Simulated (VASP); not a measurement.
# Sr (Fm-3m) in VASP: a series of runs

The runs below take Sr through single point, relaxation of cell and atoms, with PBEsol.

Everything below comes from runs of VASP 6.6.1. Logs are shortened: lines on timing, memory, paths and dates and some standing lists are left out, and cuts for length are marked.

## (1) The cell of the first run

It takes space group Fm-3m (No. 225, cubic). Conventional cell: a = 5.928 Å, b = 5.928 Å, c = 5.928 Å, α = 90.00°, β = 90.00°, γ = 90.00°. Within 5.5 Å of Sr (site symmetry m-3m) lie 12 Sr at 4.19 Å.

## (2) Single point, PBEsol

INCAR reads:

```
SYSTEM = Sr
  PREC = Accurate
  ENCUT = 520
  EDIFF = 1E-6
  ISMEAR = -1
  SIGMA = 0.05
  LREAL = .False.
  LASPH = .True.
  NELM = 80
  ALGO = Normal
  ISIF = 2
  LWAVE = .False.
  LCHARG = .False.
  GGA = PS
  NBANDS = 28
```

KPOINTS reads:

```
Automatic mesh
0
Gamma
  4 4 4
  0 0 0
```

POSCAR reads:

```
Sr
1.0
    5.9279093614      0.0000000000      0.0000000000
    0.0000000000      5.9279093614      0.0000000000
    0.0000000000      0.0000000000      5.9279093614
Sr
4
Direct
    0.0000000000      0.0000000000      0.0000000000
    0.0000000000      0.5000000000      0.5000000000
    0.5000000000      0.0000000000      0.5000000000
    0.5000000000      0.5000000000      0.0000000000
```

Potentials or basis: VASP PAW PBE potentials, release 64 (Sr_sv).

On the command line:

```
$ cat potpaw_PBE.64/Sr_sv/POTCAR > POTCAR
$ mpirun -np 1 vasp_std > vasp.out
```

OUTCAR:

```text
SYSTEM = Sr
   PREC = Accurate
   ENCUT = 520
   EDIFF = 1E-6
   ISMEAR = -1
   LREAL = .False.
   LASPH = .True.
   NELM = 80
   ISIF = 2
   GGA = PS

 ion  position               nearest neighbor table
   1  0.000  0.000  0.000-   2 4.19   3 4.19   4 4.19   2 4.19   3 4.19   2 4.19   4 4.19   2 4.19
                             3 4.19   4 4.19   3 4.19   4 4.19
   2  0.000  0.500  0.500-   1 4.19   3 4.19   4 4.19   1 4.19   4 4.19   1 4.19   3 4.19   1 4.19
                             3 4.19   4 4.19   4 4.19   3 4.19
   3  0.500  0.000  0.500-   1 4.19   2 4.19   4 4.19   1 4.19   4 4.19   2 4.19   4 4.19   4 4.19
                             1 4.19   2 4.19   1 4.19   2 4.19
   4  0.500  0.500  0.000-   1 4.19   2 4.19   3 4.19   2 4.19   3 4.19   1 4.19   3 4.19   3 4.19
                             1 4.19   2 4.19   2 4.19   1 4.19

  LATTYP: Found a simple cubic cell.
 ALAT       =     5.9279093614

  Lattice vectors:

 A1 = (   5.9279093614,   0.0000000000,   0.0000000000)
 A2 = (   0.0000000000,   5.9279093614,   0.0000000000)
 A3 = (   0.0000000000,   0.0000000000,   5.9279093614)

Analysis of symmetry for initial positions (statically):
=====================================================================
 Subroutine PRICEL returns following result:

  LATTYP: Found a face centered cubic cell.
 ALAT       =     5.9279093614

  Lattice vectors:

 A1 = (   2.9639546807,  -2.9639546807,   0.0000000000)
 A2 = (   2.9639546807,   0.0000000000,   2.9639546807)
 A3 = (   0.0000000000,  -2.9639546807,   2.9639546807)

   4 primitive cells build up your supercell.

 Routine SETGRP: Setting up the symmetry group for a
 simple cubic supercell.

 Subroutine GETGRP returns: Found 48 space group operations
 (whereof 48 operations were pure point group operations)
 out of a pool of 48 trial point group operations.

The static configuration has the point symmetry O_h .

Analysis of symmetry for dynamics (positions and initial velocities):
=====================================================================
 Subroutine PRICEL returns following result:

  LATTYP: Found a face centered cubic cell.
 ALAT       =     5.9279093614

  Lattice vectors:

 A1 = (   2.9639546807,  -2.9639546807,   0.0000000000)
 A2 = (   2.9639546807,   0.0000000000,   2.9639546807)
 A3 = (   0.0000000000,  -2.9639546807,   2.9639546807)

   4 primitive cells build up your supercell.

[... 87 lines left out ...]
   LASPH  =      T    aspherical Exc in radial PAW
   ENCUT  =  520.0 eV  38.22 Ry    6.18 a.u.  11.02 11.02 11.02*2*pi/ulx,y,z
   NELM   =     80;   NELMIN=  2; NELMDL= -5     # of ELM steps
   EDIFF  = 0.1E-05   stopping-criterion for ELM
   LREAL  =      F    real-space projection
   EDIFFG = 0.1E-04   stopping-criterion for IOM
   NSW    =      0    number of steps for IOM
   IBRION =     -1    ionic relax: 0-MD 1-quasi-New 2-CG
   NFREE  =      0    steps in history (QN), initial steepest desc. (CG)
   ISIF   =      2    stress and relaxation
   ISYM   =      2    0-nonsym 1-usesym 2-fastsym
   POTIM  = 0.5000    time-step for ionic-motion
   TEBEG  =    0.0;   TEEND  =   0.0 temperature during run
   PSTRESS=    0.0 pullay stress
   NELECT =      40.0000    total number of electrons
   NUPDOWN=      -1.0000    fix difference up-down
   EMIN   =  10.00;   EMAX   =-10.00  energy-range for DOS
   EFERMI =   0.00;   METHOD = LEGACY
   ISMEAR =    -1;   SIGMA  =   0.05  broadening in eV -4-tet -1-fermi 0-gaus
   EFERMI_NEDOS =   21; number of points for ismear=-14 and -15
   IALGO  =     38    algorithm
   IMIX   =      4    mixing-type and parameters
     AMIX     =   0.40;   BMIX     =  1.00
     AMIX_MAG =   1.60;   BMIX_MAG =  1.00
  volume/ion in A,a.u.               =      52.08       351.43
  Fermi-wavevector in a.u.,A,eV,Ry     =   0.944481  1.784810 12.137003  0.892045
  Thomas-Fermi vector in A             =   2.072290
   LORBIT       =      0    0 simple, 1 ext, 2 COOP (PROOUT), +10 PAW based schemes
   GGA     = PS    functional components
   LHFCALC =     F    Hartree Fock is set to
   AEXX    =    0.0000 exact exchange contribution
   IVDW    =     0    specifies the selected vdW correction
   LEPSILON=     F    determine dielectric tensor
   LRPA    =     F    only Hartree local field effects (RPA)
 non-spin polarized calculation
  energy-cutoff  :      520.00
  volume of cell :      208.31
 maximum number of plane-waves:      5632
 NGX is ok and might be reduce to    48
   NGX = 23   NGY = 23   NGZ = 23

 number of electron      40.0000002 magnetization

 Free energy of the ion-electron system (eV)
  ---------------------------------------------------
  ext. energy  EPLUGINS =         0.00000000
  ---------------------------------------------------
  free energy    TOTEN  =        -7.40949806 eV

  energy without entropy =       -7.37565425  energy(sigma->0) =       -7.39257615

 E-fermi :   1.6708     XC(G=0):  -7.6027

 val. band max:        1.5533100656   @ k =   0.2500   0.2500   0.0000
 cond. band min:       1.7182149275   @ k =   0.5000   0.0000   0.0000
 fundamental gap:      0.1649048619
 Fermi energy:         1.6707508222

 k-point     1 :       0.0000    0.0000    0.0000
  band No.  band energies     occupation
      1     -34.7479      2.00000
      2     -34.7236      2.00000
      3     -34.7236      2.00000
      4     -34.7236      2.00000
      5     -16.8651      2.00000
      6     -16.8651      2.00000
[... 299 lines left out ...]
     27       3.9066      0.00000
     28       3.9066      0.00000

------------------------ aborting loop because EDIFF is reached ----------------------------------------

  FORCE on cell =-STRESS in cart. coord.  units (eV):
  Direction    XX          YY          ZZ          XY          YZ          ZX
  --------------------------------------------------------------------------------------
  -------------------------------------------------------------------------------------
  Total        0.0164922      0.0164922      0.0164922     -0.0000000     -0.0000000      0.0000000
  in kB        0.1268479      0.1268479      0.1268479     -0.0000000     -0.0000000      0.0000000
  external PRESSURE =       0.1268479 kB  Pullay stress =       0.0000000 kB

 VOLUME and BASIS-vectors are now :
 -----------------------------------------------------------------------------
  energy-cutoff  :      520.00
  volume of cell :      208.31
      direct lattice vectors                 reciprocal lattice vectors
     5.927909361  0.000000000  0.000000000     0.168693537  0.000000000  0.000000000
     0.000000000  5.927909361  0.000000000     0.000000000  0.168693537  0.000000000
     0.000000000  0.000000000  5.927909361     0.000000000  0.000000000  0.168693537

 POSITION                                       TOTAL-FORCE (eV/Angst)
 -----------------------------------------------------------------------------------
      0.00000      0.00000      0.00000         0.000000     -0.000000     -0.000000
      0.00000      2.96395      2.96395        -0.000000     -0.000000      0.000000
      2.96395      0.00000      2.96395        -0.000000      0.000000      0.000000
      2.96395      2.96395      0.00000         0.000000      0.000000      0.000000
 -----------------------------------------------------------------------------------
    total drift:                                0.000000     -0.000000     -0.000000

  FREE ENERGIE OF THE ION-ELECTRON SYSTEM (eV)
  ---------------------------------------------------
  free  energy   TOTEN  =        -7.4094980552 eV

  energy  without entropy=       -7.3756542490  energy(sigma->0) =       -7.39257615
```

OSZICAR:

```text
N       E                     dE             d eps       ncg     rms          rms(c)
DAV:   1     0.264418843854E+03    0.26442E+03   -0.18423E+04   560   0.123E+03
DAV:   2     0.168257597348E+02   -0.24759E+03   -0.24420E+03   648   0.288E+02
DAV:   3    -0.584338330555E+01   -0.22669E+02   -0.22273E+02   884   0.600E+01
DAV:   4    -0.736062337786E+01   -0.15172E+01   -0.15129E+01   796   0.136E+01
DAV:   5    -0.742762607740E+01   -0.67003E-01   -0.66980E-01   796   0.250E+00    0.240E+01
DAV:   6    -0.741651734684E+01    0.11109E-01   -0.44021E-02   720   0.152E+00    0.137E+01
DAV:   7    -0.740929333314E+01    0.72240E-02   -0.44683E-02   716   0.178E+00    0.468E-01
DAV:   8    -0.740939849684E+01   -0.10516E-03   -0.47145E-03   804   0.286E-01    0.983E-02
DAV:   9    -0.740946629667E+01   -0.67800E-04   -0.25964E-04   820   0.502E-02    0.664E-02
DAV:  10    -0.740949796678E+01   -0.31670E-04   -0.31744E-05   648   0.443E-02    0.146E-02
DAV:  11    -0.740949805516E+01   -0.88375E-07   -0.11536E-06   392   0.503E-03
   1 F= -.74094981E+01 E0= -.73925762E+01  d E =-.338438E-01
```

It took 1.8 min on 1 thread of AMD EPYC 7R13, shared host; peak memory 0.29 GiB.

What came out:

* Free energy: -7.4095 eV
* Pressure: 0.0 GPa

Levels at points of the mesh, in eV from the Fermi level:
| k point | band 16 | band 17 | band 18 | band 19 | band 20 | band 21 | band 22 | band 23 | band 24 | band 25 |
| --- | --- | --- | --- | --- | --- | --- | --- | --- | --- | --- |
| (0.00, 0.00, 0.00) | -18.31 | -3.73 | -0.69 | -0.69 | -0.69 | 0.30 | 0.30 | 0.30 | 1.19 | 1.19 |
| (0.50, 0.00, 0.00) | -18.35 | -2.43 | -2.43 | 0.05 | 0.05 | 0.67 | 0.67 | 0.67 | 0.67 | 1.11 |
| (0.50, 0.50, 0.00) | -18.34 | -1.34 | -1.34 | -1.34 | -1.34 | 0.87 | 0.87 | 0.87 | 0.87 | 1.25 |
| (0.50, 0.50, 0.50) | -18.34 | -1.16 | -1.16 | -1.16 | -1.16 | 0.16 | 0.16 | 0.16 | 0.16 | 2.24 |

Caveat: the PAW data sets were made with another functional, which shifts forces and pressure a little.

## (3) Single point, PBEsol

INCAR reads:

```
ALGO = Normal
EDIFF = 1E-6
ENCUT = 520
GGA = PS
ISIF = 2
ISMEAR = -1
LASPH = T
LCHARG = F
LREAL = F
LWAVE = F
NBANDS = 28
NELM = 100
PREC = Accurate
SIGMA = 0.05
```

KPOINTS reads:

```
k-points
0
Gamma
  4 4 4
```

POSCAR is that of step 2.

Potentials or basis: VASP PAW PBE potentials, release 64 (Sr_sv).

On the command line:

```
$ cat potpaw_PBE.64/Sr_sv/POTCAR > POTCAR
$ mpirun -np 1 vasp_std > vasp.out
```

OUTCAR:

```text
EDIFF = 1E-6
   ENCUT = 520
   GGA = PS
   ISIF = 2
   ISMEAR = -1
   LASPH = T
   LREAL = F
   NELM = 100
   PREC = Accurate

 ion  position               nearest neighbor table
   1  0.000  0.000  0.000-   2 4.19   3 4.19   4 4.19   2 4.19   3 4.19   2 4.19   4 4.19   2 4.19
                             3 4.19   4 4.19   3 4.19   4 4.19
   2  0.000  0.500  0.500-   1 4.19   3 4.19   4 4.19   1 4.19   4 4.19   1 4.19   3 4.19   1 4.19
                             3 4.19   4 4.19   4 4.19   3 4.19
   3  0.500  0.000  0.500-   1 4.19   2 4.19   4 4.19   1 4.19   4 4.19   2 4.19   4 4.19   4 4.19
                             1 4.19   2 4.19   1 4.19   2 4.19
   4  0.500  0.500  0.000-   1 4.19   2 4.19   3 4.19   2 4.19   3 4.19   1 4.19   3 4.19   3 4.19
                             1 4.19   2 4.19   2 4.19   1 4.19

  LATTYP: Found a simple cubic cell.
 ALAT       =     5.9279093614

  Lattice vectors:

 A1 = (   5.9279093614,   0.0000000000,   0.0000000000)
 A2 = (   0.0000000000,   5.9279093614,   0.0000000000)
 A3 = (   0.0000000000,   0.0000000000,   5.9279093614)

Analysis of symmetry for initial positions (statically):
=====================================================================
 Subroutine PRICEL returns following result:

  LATTYP: Found a face centered cubic cell.
 ALAT       =     5.9279093614

  Lattice vectors:

 A1 = (   2.9639546807,  -2.9639546807,   0.0000000000)
 A2 = (   2.9639546807,   0.0000000000,   2.9639546807)
 A3 = (   0.0000000000,  -2.9639546807,   2.9639546807)

   4 primitive cells build up your supercell.

 Routine SETGRP: Setting up the symmetry group for a
 simple cubic supercell.

 Subroutine GETGRP returns: Found 48 space group operations
 (whereof 48 operations were pure point group operations)
 out of a pool of 48 trial point group operations.

The static configuration has the point symmetry O_h .
[... 120 lines left out ...]
   EFERMI =   0.00;   METHOD = LEGACY
   ISMEAR =    -1;   SIGMA  =   0.05  broadening in eV -4-tet -1-fermi 0-gaus
   EFERMI_NEDOS =   21; number of points for ismear=-14 and -15
   IALGO  =     38    algorithm
   IMIX   =      4    mixing-type and parameters
     AMIX     =   0.40;   BMIX     =  1.00
     AMIX_MAG =   1.60;   BMIX_MAG =  1.00
  volume/ion in A,a.u.               =      52.08       351.43
  Fermi-wavevector in a.u.,A,eV,Ry     =   0.944481  1.784810 12.137003  0.892045
  Thomas-Fermi vector in A             =   2.072290
   LORBIT       =      0    0 simple, 1 ext, 2 COOP (PROOUT), +10 PAW based schemes
   GGA     = PS    functional components
   LHFCALC =     F    Hartree Fock is set to
   AEXX    =    0.0000 exact exchange contribution
   IVDW    =     0    specifies the selected vdW correction
   LEPSILON=     F    determine dielectric tensor
   LRPA    =     F    only Hartree local field effects (RPA)
 non-spin polarized calculation
  energy-cutoff  :      520.00
  volume of cell :      208.31
 maximum number of plane-waves:      5632
 NGX is ok and might be reduce to    48
   NGX = 23   NGY = 23   NGZ = 23

 number of electron      40.0000002 magnetization

 Free energy of the ion-electron system (eV)
  ---------------------------------------------------
  ext. energy  EPLUGINS =         0.00000000
  ---------------------------------------------------
  free energy    TOTEN  =        -7.40949806 eV

  energy without entropy =       -7.37565425  energy(sigma->0) =       -7.39257615

 E-fermi :   1.6708     XC(G=0):  -7.6027

 val. band max:        1.5533100656   @ k =   0.2500   0.2500   0.0000
 cond. band min:       1.7182149275   @ k =   0.5000   0.0000   0.0000
 fundamental gap:      0.1649048619
 Fermi energy:         1.6707508222

 k-point     1 :       0.0000    0.0000    0.0000
  band No.  band energies     occupation
      1     -34.7479      2.00000
      2     -34.7236      2.00000
      3     -34.7236      2.00000
      4     -34.7236      2.00000
      5     -16.8651      2.00000
      6     -16.8651      2.00000
[... 299 lines left out ...]
     27       3.9066      0.00000
     28       3.9066      0.00000

------------------------ aborting loop because EDIFF is reached ----------------------------------------

  FORCE on cell =-STRESS in cart. coord.  units (eV):
  Direction    XX          YY          ZZ          XY          YZ          ZX
  --------------------------------------------------------------------------------------
  -------------------------------------------------------------------------------------
  Total        0.0164922      0.0164922      0.0164922     -0.0000000     -0.0000000      0.0000000
  in kB        0.1268479      0.1268479      0.1268479     -0.0000000     -0.0000000      0.0000000
  external PRESSURE =       0.1268479 kB  Pullay stress =       0.0000000 kB

 VOLUME and BASIS-vectors are now :
 -----------------------------------------------------------------------------
  energy-cutoff  :      520.00
  volume of cell :      208.31
      direct lattice vectors                 reciprocal lattice vectors
     5.927909361  0.000000000  0.000000000     0.168693537  0.000000000  0.000000000
     0.000000000  5.927909361  0.000000000     0.000000000  0.168693537  0.000000000
     0.000000000  0.000000000  5.927909361     0.000000000  0.000000000  0.168693537

 POSITION                                       TOTAL-FORCE (eV/Angst)
 -----------------------------------------------------------------------------------
      0.00000      0.00000      0.00000         0.000000     -0.000000     -0.000000
      0.00000      2.96395      2.96395        -0.000000     -0.000000      0.000000
      2.96395      0.00000      2.96395        -0.000000      0.000000      0.000000
      2.96395      2.96395      0.00000         0.000000      0.000000      0.000000
 -----------------------------------------------------------------------------------
    total drift:                                0.000000     -0.000000     -0.000000

  FREE ENERGIE OF THE ION-ELECTRON SYSTEM (eV)
  ---------------------------------------------------
  free  energy   TOTEN  =        -7.4094980552 eV

  energy  without entropy=       -7.3756542490  energy(sigma->0) =       -7.39257615
```

OSZICAR:

```text
N       E                     dE             d eps       ncg     rms          rms(c)
DAV:   1     0.264418843854E+03    0.26442E+03   -0.18423E+04   560   0.123E+03
DAV:   2     0.168257597348E+02   -0.24759E+03   -0.24420E+03   648   0.288E+02
DAV:   3    -0.584338330555E+01   -0.22669E+02   -0.22273E+02   884   0.600E+01
DAV:   4    -0.736062337786E+01   -0.15172E+01   -0.15129E+01   796   0.136E+01
DAV:   5    -0.742762607740E+01   -0.67003E-01   -0.66980E-01   796   0.250E+00    0.240E+01
DAV:   6    -0.741651734684E+01    0.11109E-01   -0.44021E-02   720   0.152E+00    0.137E+01
DAV:   7    -0.740929333314E+01    0.72240E-02   -0.44683E-02   716   0.178E+00    0.468E-01
DAV:   8    -0.740939849684E+01   -0.10516E-03   -0.47145E-03   804   0.286E-01    0.983E-02
DAV:   9    -0.740946629667E+01   -0.67800E-04   -0.25964E-04   820   0.502E-02    0.664E-02
DAV:  10    -0.740949796678E+01   -0.31670E-04   -0.31744E-05   648   0.443E-02    0.146E-02
DAV:  11    -0.740949805516E+01   -0.88375E-07   -0.11536E-06   392   0.503E-03
   1 F= -.74094981E+01 E0= -.73925762E+01  d E =-.338438E-01
```

stdout:

```text
POSCAR found type information on POSCAR Sr
 POSCAR found :  1 types and       4 ions
 scaLAPACK will be used
 -----------------------------------------------------------------------------
|                                                                             |
|                                                                             |
|     You enforced a specific xc type in the INCAR file but a different       |
|     I HOPE YOU KNOW WHAT YOU ARE DOING!                                     |
|                                                                             |
 -----------------------------------------------------------------------------

 LDA part: xc-table for (Slater+PW92), standard interpolation
 POSCAR, INCAR and KPOINTS ok, starting setup
 FFT: planning ... GRIDC
 FFT: planning ... GRID_SOFT
 FFT: planning ... GRID
 WAVECAR not read
 entering main loop
```

Run time: 2 min. Hardware: 1 thread of AMD EPYC 7R13, shared host; peak memory 0.29 GiB.

What came out:

| Item | Value |
| --- | --- |
| Free energy | -7.4095 eV |
| Pressure | 0.0 GPa |

Levels at points of the mesh, in eV from the Fermi level:
| k point | band 18 | band 19 | band 20 | band 21 | band 22 | band 23 |
| --- | --- | --- | --- | --- | --- | --- |
| (0.00, 0.00, 0.00) | -0.69 | -0.69 | -0.69 | 0.30 | 0.30 | 0.30 |
| (0.50, 0.00, 0.00) | -2.43 | 0.05 | 0.05 | 0.67 | 0.67 | 0.67 |
| (0.50, 0.50, 0.00) | -1.34 | -1.34 | -1.34 | 0.87 | 0.87 | 0.87 |
| (0.50, 0.50, 0.50) | -1.16 | -1.16 | -1.16 | 0.16 | 0.16 | 0.16 |

Caveat: the PAW data sets were made with another functional, which shifts forces and pressure a little.

(Continued in part 2 of 2.)
